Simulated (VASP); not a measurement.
# TiH4 in VASP: notebook

TiH4 is run at these levels: PBE; tasks: single point.

Program: VASP 6.6.1. These are calculated values, not measurements. Logs are shortened: lines on timing, memory, paths and dates and some standing lists are left out, and cuts for length are marked.

**1. The cell of the first run**

It takes space group P6/mmm (No. 191, hexagonal). Conventional cell: a = 2.921 Å, b = 2.921 Å, c = 4.172 Å, α = 90.00°, β = 90.00°, γ = 120.00°. Ti (site symmetry 6/mmm) has 12 H at 1.97 Å within 2.6 Å. H (site symmetry 3m) has 5 H at 1.69 to 2.13 Å and 3 Ti at 1.97 Å within 2.2 Å.

**2. Single point, PBE**

Contents of INCAR:

```
  ALGO = Normal
  EDIFF = 1E-7
  ENCUT = 520
  GGA = PE
  ISIF = 2
  ISMEAR = 0
  LASPH = T
  LCHARG = F
  LREAL = F
  LWAVE = F
  NBANDS = 27
  NELM = 60
  PREC = Accurate
  SIGMA = 0.2
```

Contents of KPOINTS:

```
k-points
0
Gamma
  12 12 4
```

Contents of POSCAR:

```
TiH4
1.0
    2.9207689255      0.0000000000      0.0000000000
   -1.4603844628      2.5294600881      0.0000000000
    0.0000000000      0.0000000000      8.3433660313
Ti H
2 8
Direct
    1.0000000000      0.0000000000      0.0000000000
    1.0000000000      0.0000000000      0.5000000000
    0.3333333333      0.6666666667      0.1222421815
    0.3333333333      0.6666666667      0.6222421815
    0.3333333333      0.6666666667      0.3777578185
    0.3333333333      0.6666666667      0.8777578185
    0.6666666667      0.3333333333      0.1222421815
    0.6666666667      0.3333333333      0.6222421815
    0.6666666667      0.3333333333      0.3777578185
    0.6666666667      0.3333333333      0.8777578185
```

Potentials or basis: VASP PAW PBE potentials, release 64 (Ti_sv, H).

Run with:

```
$ cat potpaw_PBE.64/Ti_sv/POTCAR potpaw_PBE.64/H/POTCAR > POTCAR
$ mpirun -np 1 vasp_std > vasp.out
```

OUTCAR:

```text
EDIFF = 1E-7
   ENCUT = 520
   GGA = PE
   ISIF = 2
   ISMEAR = 0
   LASPH = T
   LREAL = F
   NELM = 60
   PREC = Accurate

 ion  position               nearest neighbor table
   1  0.000  0.000  0.000-
   2  0.000  0.000  0.500-
   3  0.333  0.667  0.122-
   4  0.333  0.667  0.622-
   5  0.333  0.667  0.378-
   6  0.333  0.667  0.878-
   7  0.667  0.333  0.122-
   8  0.667  0.333  0.622-
   9  0.667  0.333  0.378-
  10  0.667  0.333  0.878-

  LATTYP: Found a hexagonal cell.
 ALAT       =     2.9207689255
 C/A-ratio  =     2.8565649129

  Lattice vectors:

 A1 = (   2.9207689255,   0.0000000000,   0.0000000000)
 A2 = (  -1.4603844628,   2.5294600881,   0.0000000000)
 A3 = (   0.0000000000,   0.0000000000,   8.3433660313)

Analysis of symmetry for initial positions (statically):
=====================================================================
 Subroutine PRICEL returns following result:

  LATTYP: Found a hexagonal cell.
 ALAT       =     2.9207689255
 C/A-ratio  =     1.4282824565

  Lattice vectors:

 A1 = (   2.9207689255,   0.0000000000,   0.0000000000)
 A2 = (  -1.4603844628,   2.5294600881,   0.0000000000)
 A3 = (   0.0000000000,   0.0000000000,   4.1716830157)

   2 primitive cells build up your supercell.

 Routine SETGRP: Setting up the symmetry group for a
 hexagonal supercell.

 Subroutine GETGRP returns: Found 24 space group operations
 (whereof 24 operations were pure point group operations)
 out of a pool of 24 trial point group operations.

The static configuration has the point symmetry D_6h.

Analysis of symmetry for dynamics (positions and initial velocities):
=====================================================================
 Subroutine PRICEL returns following result:

  LATTYP: Found a hexagonal cell.
 ALAT       =     2.9207689255
 C/A-ratio  =     1.4282824565

  Lattice vectors:

 A1 = (   2.9207689255,   0.0000000000,   0.0000000000)
 A2 = (  -1.4603844628,   2.5294600881,   0.0000000000)
 A3 = (   0.0000000000,   0.0000000000,   4.1716830157)

   2 primitive cells build up your supercell.

 Routine SETGRP: Setting up the symmetry group for a
 hexagonal supercell.

 Subroutine GETGRP returns: Found 24 space group operations
 (whereof 24 operations were pure point group operations)
 out of a pool of 24 trial point group operations.

The dynamic configuration has the point symmetry D_6h.

 Subroutine INISYM returns: Found 24 space group operations
 (whereof 24 operations are pure point group operations),
 and found     2 'primitive' translations

----------------------------------------------------------------------------------------

                                     Primitive cell

  volume of cell :      30.8203

  direct lattice vectors                    reciprocal lattice vectors
     2.920768926  0.000000000  0.000000000     0.342375595  0.197670642  0.000000000
    -1.460384463  2.529460088  0.000000000     0.000000000  0.395341284  0.000000000
     0.000000000  0.000000000  4.171683016     0.000000000  0.000000000  0.239711406

  length of vectors
     2.920768926  2.920768926  4.171683016     0.395341284  0.395341284  0.239711406

  position of ions in fractional coordinates (direct lattice)
     0.000000000  0.000000000  0.000000000
     0.333333333  0.666666667  0.244484363
     0.333333333  0.666666667  0.755515637
     0.666666667  0.333333333  0.244484363
     0.666666667  0.333333333  0.755515637

  ion indices of the primitive-cell ions
   primitive index   ion index
                 1           1
                 2           3
                 3           6
                 4           7
                 5          10

----------------------------------------------------------------------------------------

 KPOINTS: k-points

Automatic generation of k-mesh.
 Grid dimensions read from file:
 generate k-points for:   12   12    4

 Generating k-lattice:

  Cartesian coordinates                     Fractional coordinates (reciprocal lattice)
     0.028531300  0.016472554  0.000000000     0.083333333  0.000000000  0.000000000
     0.000000000  0.032945107  0.000000000     0.000000000  0.083333333  0.000000000
     0.000000000  0.000000000  0.029963926     0.000000000  0.000000000  0.250000000

  Length of vectors
     0.032945107  0.032945107  0.029963926

  Shift w.r.t. Gamma in fractional coordinates (k-lattice)
     0.000000000  0.000000000  0.000000000

 Subroutine IBZKPT returns following result:
 ===========================================

 Found     57 irreducible k-points:

 Following reciprocal coordinates:
            Coordinates               Weight
  0.000000  0.000000  0.000000      1.000000
  0.083333  0.000000  0.000000      6.000000
  0.166667  0.000000  0.000000      6.000000
  0.250000  0.000000  0.000000      6.000000
  0.333333  0.000000  0.000000      6.000000
  0.416667  0.000000  0.000000      6.000000
[... 16 lines left out ...]
  0.250000  0.000000  0.250000     12.000000
  0.333333  0.000000  0.250000     12.000000
 [... further k-points ...]
   k-points           NKPTS =     57   k-points in BZ     NKDIM =     57   number of bands    NBANDS=     27
   number of dos      NEDOS =    301   number of ions     NIONS =     10
   total plane-waves  NPLWV =  36864
   dimension x,y,z NGX =    24 NGY =   24 NGZ =   64
   dimension x,y,z NGXF=    48 NGYF=   48 NGZF=  128
   ions per type =               2   8
   NGX,Y,Z   is equivalent  to a cutoff of  13.66, 13.66, 12.75 a.u.
   NGXF,Y,Z  is equivalent  to a cutoff of  27.32, 27.32, 25.50 a.u.
 SYSTEM =  unknown system
   PREC   = accura    normal or accurate (medium, high low for compatibility)
   ISTART =      0    job   : 0-new  1-cont  2-samecut
   ICHARG =      2    charge: 1-file 2-atom 10-const
   ISPIN  =      1    spin polarized calculation?
   LNONCOLLINEAR =      F non collinear calculations
   LSORBIT =      F    spin-orbit coupling
   LASPH  =      T    aspherical Exc in radial PAW
   ENCUT  =  520.0 eV  38.22 Ry    6.18 a.u.   5.43  5.43 15.51*2*pi/ulx,y,z
   NELM   =     60;   NELMIN=  2; NELMDL= -5     # of ELM steps
   EDIFF  = 0.1E-06   stopping-criterion for ELM
   LREAL  =      F    real-space projection
   EDIFFG = 0.1E-05   stopping-criterion for IOM
   NSW    =      0    number of steps for IOM
   IBRION =     -1    ionic relax: 0-MD 1-quasi-New 2-CG
   NFREE  =      0    steps in history (QN), initial steepest desc. (CG)
   ISIF   =      2    stress and relaxation
   ISYM   =      2    0-nonsym 1-usesym 2-fastsym
   POTIM  = 0.5000    time-step for ionic-motion
   TEBEG  =    0.0;   TEEND  =   0.0 temperature during run
   PSTRESS=    0.0 pullay stress
   NELECT =      32.0000    total number of electrons
   NUPDOWN=      -1.0000    fix difference up-down
   EMIN   =  10.00;   EMAX   =-10.00  energy-range for DOS
   EFERMI =   0.00;   METHOD = LEGACY
   ISMEAR =     0;   SIGMA  =   0.20  broadening in eV -4-tet -1-fermi 0-gaus
   EFERMI_NEDOS =   21; number of points for ismear=-14 and -15
   IALGO  =     38    algorithm
   IMIX   =      4    mixing-type and parameters
     AMIX     =   0.40;   BMIX     =  1.00
     AMIX_MAG =   1.60;   BMIX_MAG =  1.00
  volume/ion in A,a.u.               =       6.16        41.60
  Fermi-wavevector in a.u.,A,eV,Ry     =   1.315738  2.486384 23.553946  1.731166
  Thomas-Fermi vector in A             =   2.445899
   LORBIT       =      0    0 simple, 1 ext, 2 COOP (PROOUT), +10 PAW based schemes
   GGA     = PE    functional components
   LHFCALC =     F    Hartree Fock is set to
   AEXX    =    0.0000 exact exchange contribution
   IVDW    =     0    specifies the selected vdW correction
   LEPSILON=     F    determine dielectric tensor
   LRPA    =     F    only Hartree local field effects (RPA)
 non-spin polarized calculation
 Gauss-broadening in eV      SIGMA  =   0.20
  energy-cutoff  :      520.00
  volume of cell :       61.64
 maximum number of plane-waves:      1699
 NGX is ok and might be reduce to    24
   NGX = 11   NGY = 11   NGZ = 31

 number of electron      31.9999993 magnetization

 Free energy of the ion-electron system (eV)
  ---------------------------------------------------
  ext. energy  EPLUGINS =         0.00000000
  ---------------------------------------------------
  free energy    TOTEN  =       -42.55996167 eV

  energy without entropy =      -42.50899643  energy(sigma->0) =      -42.53447905

 E-fermi :   5.4692     XC(G=0): -10.6891

 val. band max:        5.4665862651   @ k =   0.0000   0.0000   0.2500
 cond. band min:       5.4709540794   @ k =   0.0833   0.0000   0.0000
 fundamental gap:      0.0043678143
 Fermi energy:         5.4691875788

 k-point     1 :       0.0000    0.0000    0.0000
  band No.  band energies     occupation
      1     -51.8138      2.00000
      2     -51.8135      2.00000
      3     -28.1113      2.00000
      4     -28.1013      2.00000
      5     -27.8197      2.00000
      6     -27.8197      2.00000
[... 19 lines left out ...]
     26      12.3635      0.00000
     27      12.6367      0.00000

 k-point     2 :       0.0833    0.0000    0.0000
  band No.  band energies     occupation
      1     -51.8081      2.00000
      2     -51.8078      2.00000
      3     -28.1038      2.00000
      4     -28.0941      2.00000
      5     -27.8592      2.00000
      6     -27.8588      2.00000
[... 19 lines left out ...]
     26      12.1895      0.00000
     27      12.3745      0.00000

 k-point     3 :       0.1667    0.0000    0.0000
  band No.  band energies     occupation
      1     -51.7924      2.00000
      2     -51.7921      2.00000
      3     -28.0832      2.00000
      4     -28.0741      2.00000
      5     -27.9659      2.00000
      6     -27.9652      2.00000
[... 594 lines left out ...]
      1     -51.7709      2.00000
      2     -51.7707      2.00000
      3     -28.1091      2.00000
      4     -28.1083      2.00000
      5     -28.0538      2.00000
      6     -28.0481      2.00000
[... 19 lines left out ...]
     26      11.3478      0.00000
     27      12.8658      0.00000

 k-point    24 :       0.3333    0.0000    0.2500
  band No.  band energies     occupation
      1     -51.7493      2.00000
      2     -51.7492      2.00000
      3     -28.2496      2.00000
      4     -28.2486      2.00000
      5     -28.0256      2.00000
      6     -28.0206      2.00000
[... 19 lines left out ...]
     26      11.1161      0.00000
     27      13.1015      0.00000

 [... further k-points ...]

------------------------ aborting loop because EDIFF is reached ----------------------------------------

  FORCE on cell =-STRESS in cart. coord.  units (eV):
  Direction    XX          YY          ZZ          XY          YZ          ZX
  --------------------------------------------------------------------------------------
  -------------------------------------------------------------------------------------
  Total        0.0176300      0.0176300     -0.1172856     -0.0000000      0.0000000     -0.0000000
  in kB        0.4582430      0.4582430     -3.0485182     -0.0000000      0.0000000     -0.0000000
  external PRESSURE =      -0.7106774 kB  Pullay stress =       0.0000000 kB

 VOLUME and BASIS-vectors are now :
 -----------------------------------------------------------------------------
  energy-cutoff  :      520.00
  volume of cell :       61.64
      direct lattice vectors                 reciprocal lattice vectors
     2.920768926  0.000000000  0.000000000     0.342375595  0.197670642  0.000000000
    -1.460384463  2.529460088  0.000000000     0.000000000  0.395341284  0.000000000
     0.000000000  0.000000000  8.343366031     0.000000000  0.000000000  0.119855703

 POSITION                                       TOTAL-FORCE (eV/Angst)
 -----------------------------------------------------------------------------------
      0.00000      0.00000      0.00000        -0.000000     -0.000000      0.000000
      0.00000      0.00000      4.17168        -0.000000     -0.000000      0.000000
     -0.00000      1.68631      1.01991         0.000000     -0.000000      0.001839
     -0.00000      1.68631      5.19159        -0.000000     -0.000000      0.001839
     -0.00000      1.68631      3.15177        -0.000000     -0.000000     -0.001839
     -0.00000      1.68631      7.32345         0.000000     -0.000000     -0.001839
      1.46038      0.84315      1.01991         0.000000      0.000000      0.001839
      1.46038      0.84315      5.19159         0.000000      0.000000      0.001839
      1.46038      0.84315      3.15177        -0.000000      0.000000     -0.001839
      1.46038      0.84315      7.32345        -0.000000      0.000000     -0.001839
 -----------------------------------------------------------------------------------
    total drift:                                0.000000      0.000000      0.000000

  FREE ENERGIE OF THE ION-ELECTRON SYSTEM (eV)
  ---------------------------------------------------
  free  energy   TOTEN  =       -42.5599616705 eV

  energy  without entropy=      -42.5089964331  energy(sigma->0) =      -42.53447905
```

Wall time 74 s (1 thread of Intel Xeon Platinum 8488C (Sapphire Rapids), shared host); peak memory 0.23 GiB.

Results:

```
Free energy            : -42.5600 eV
Pressure               : -0.1 GPa
Band gap on the k mesh : zero (bands 16 and 17 overlap by 0.75 eV)
```

**3. Single point, PBE**

This run uses another cell than the first one, of 6.21 Å³/atom.

Contents of INCAR:

```
  ALGO = Normal
  EDIFF = 1E-6
  ENCUT = 520
  GGA = PE
  ISIF = 2
  ISMEAR = 0
  LASPH = T
  LCHARG = T
  LELF = T
  LREAL = F
  LVHAR = T
  LWAVE = F
  NBANDS = 27
  NELM = 100
  PREC = Accurate
  SIGMA = 0.2
```

KPOINTS is that of step 2.

Contents of POSCAR:

```
TiH4
1.0
    2.9211854816     -0.0002467230      0.0024234811
   -1.4607897261      2.5302560027     -0.0004870414
    0.0064171869      0.0018272366      8.4045498290
Ti H
2 8
Direct
    1.0019143852     -0.0006707628     -0.0000526750
    0.9981727093      0.0005982878      0.5000761919
    0.3347951809      0.6656969247      0.1206976845
    0.3305713270      0.6672132340      0.6209438516
    0.3317834072      0.6674498493      0.3782791251
    0.3361231281      0.6662331513      0.8780428874
    0.6680757004      0.3323221930      0.1218445112
    0.6640119924      0.3339435933      0.6218384718
    0.6650992175      0.3342428568      0.3791522122
    0.6694529522      0.3329706728      0.8791777393
```

Potentials or basis: VASP PAW PBE potentials, release 64 (Ti_sv, H).

Run with:

```
$ cat potpaw_PBE.64/Ti_sv/POTCAR potpaw_PBE.64/H/POTCAR > POTCAR
$ mpirun -np 1 vasp_std > vasp.out
```

OUTCAR:

```text
EDIFF = 1E-6
   ENCUT = 520
   GGA = PE
   ISIF = 2
   ISMEAR = 0
   LASPH = T
   LREAL = F
   NELM = 100
   PREC = Accurate

 ion  position               nearest neighbor table
   1  0.002  0.999  1.000-
   2  0.998  0.001  0.500-
   3  0.335  0.666  0.121-
   4  0.331  0.667  0.621-
   5  0.332  0.667  0.378-
   6  0.336  0.666  0.878-
   7  0.668  0.332  0.122-
   8  0.664  0.334  0.622-
   9  0.665  0.334  0.379-
  10  0.669  0.333  0.879-
[... 941 lines left out ...]
  Total       -0.0313221     -0.0365173     -0.1354603      0.0048186     -0.0015613     -0.0102484
  in kB       -0.8078764     -0.9418726     -3.4938648      0.1242850     -0.0402709     -0.2643335
  external PRESSURE =      -1.7478713 kB  Pullay stress =       0.0000000 kB

 VOLUME and BASIS-vectors are now :
 -----------------------------------------------------------------------------
  energy-cutoff  :      520.00
  volume of cell :       62.12
      direct lattice vectors                 reciprocal lattice vectors
     2.921185482 -0.000246723  0.002423481     0.342343719  0.197644838 -0.000304362
    -1.460789726  2.530256003 -0.000487041     0.000033453  0.395236223 -0.000085954
     0.006417187  0.001827237  8.404549829    -0.000098714 -0.000034088  0.118983255

 POSITION                                       TOTAL-FORCE (eV/Angst)
 -----------------------------------------------------------------------------------
     -1.44780      2.53039      8.40363         0.000259      0.000503      0.000321
      2.91818      0.00218      4.20533        -0.002801      0.000802     -0.001711
      0.00633      1.68452      1.01490        -0.001429      0.000556      0.010805
     -0.00501      1.68927      5.21923         0.001034     -0.000810      0.009915
     -0.00338      1.68943      3.17974         0.001221      0.000472     -0.006899
      0.01429      1.68726      7.38005        -0.000793     -0.000468     -0.006453
      1.46690      0.84092      1.02551        -0.000625      0.000995      0.006737
      1.45587      0.84594      5.22772         0.000813     -0.001038      0.006829
      1.45705      0.84625      3.18805         0.002462     -0.000120     -0.009363
      1.47484      0.84394      7.39055        -0.000140     -0.000892     -0.010181
 -----------------------------------------------------------------------------------
    total drift:                                0.000006     -0.000001     -0.000004

  FREE ENERGIE OF THE ION-ELECTRON SYSTEM (eV)
  ---------------------------------------------------
  free  energy   TOTEN  =       -42.5594237863 eV

  energy  without entropy=      -42.5082625765  energy(sigma->0) =      -42.53384318
```

stdout:

```text
POSCAR found type information on POSCAR TiH
 POSCAR found :  2 types and      10 ions
 scaLAPACK will be used
 LDA part: xc-table for (Slater+PW92), standard interpolation
 POSCAR, INCAR and KPOINTS ok, starting setup
 FFT: planning ... GRIDC
 FFT: planning ... GRID_SOFT
 FFT: planning ... GRID
 WAVECAR not read
 entering main loop
```

Run time: 4.7 min. Hardware: 1 thread of Intel Xeon Platinum 8488C (Sapphire Rapids), shared host; peak memory 0.49 GiB.

What came out:

```yaml
Free_energy: -42.5594 eV
Pressure: -0.2 GPa
Largest_force: 0.011 eV/Å
Band_gap_on_the_k_mesh: zero (bands 16 and 17 overlap by 0.76 eV)
```

Forces on the atoms (eV/Å):
```
Ti   0.000  0.001  0.000
Ti  -0.003  0.001 -0.002
H   -0.001  0.001  0.011
H    0.001 -0.001  0.010
H    0.001  0.000 -0.007
H   -0.001  0.000 -0.006
H   -0.001  0.001  0.007
H    0.001 -0.001  0.007
H    0.002  0.000 -0.009
H    0.000 -0.001 -0.010
```
